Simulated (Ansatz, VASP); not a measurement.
## Si8BO16: VASP beside Ansatz

```
CELL_PARAMETERS angstrom
-4.97900 -4.97900 0.00000
4.97900 -4.97900 0.00000
0.00000 0.00000 6.95000
ATOMIC_POSITIONS crystal
Si 0.21046 0.50657 0.00480
Si 0.99878 0.19243 0.22678
Si 0.79460 0.50201 0.52353
Si 0.01430 0.79969 0.75687
Si 0.69835 0.98994 0.99497
Si 0.49935 0.71032 0.26360
Si 0.27669 0.03175 0.49991
Si 0.50143 0.29102 0.75189
O 0.32835 0.57503 0.18993
O 0.94826 0.32278 0.43783
O 0.69364 0.41006 0.70599
O 0.06961 0.67304 0.93937
O 0.92934 0.67315 0.58167
O 0.65497 0.56124 0.35469
O 0.06991 0.33690 0.06919
O 0.34953 0.44164 0.83355
O 0.80254 0.09568 0.17380
O 0.43266 0.86725 0.41190
O 0.20239 0.89658 0.67780
O 0.54126 0.13514 0.91599
O 0.44352 0.18895 0.55464
O 0.15866 0.04564 0.28986
O 0.60141 0.79975 0.07432
O 0.85113 0.94599 0.82724
B 0.06735 0.25398 0.59089
```

Alike in both runs: functional LDA; k mesh 1 × 1 × 1; occupations fermi-dirac, width 0.02 eV; collinear spin.

Ansatz relaxed the structure, and its values are those at the end. VASP's run is a single point on that final structure, the one shown.

|  | VASP | Ansatz |
| --- | --- | --- |
| version | VASP 6.6.1 | Ansatz 0.2.0 |
| potentials or method | VASP PAW LDA potentials, release 64 (Si, O, B), cutoff 520 eV | scalar-relativistic, plane waves, PAW |
| valence electrons in the cell | 131 | 131 |

Ansatz gave:

* rms of the force components (eV/Å): 0.017
* net moment per atom (μB): 0.04
* size of the moment on the site where the two differ most (μB): 0.18

Q: Which values does VASP return?

A: rms of the force components (eV/Å): 0.028; net moment per atom (μB): 0.04; size of the moment on the site where the two differ most (μB): 0.37.

Ansatz warns that its potentials were made for another functional, while VASP's fit it. LDA's correlation is that of Perdew and Zunger in VASP and of Perdew and Wang (1992) in Ansatz. Site moments also hang on the region over which each program counts them.
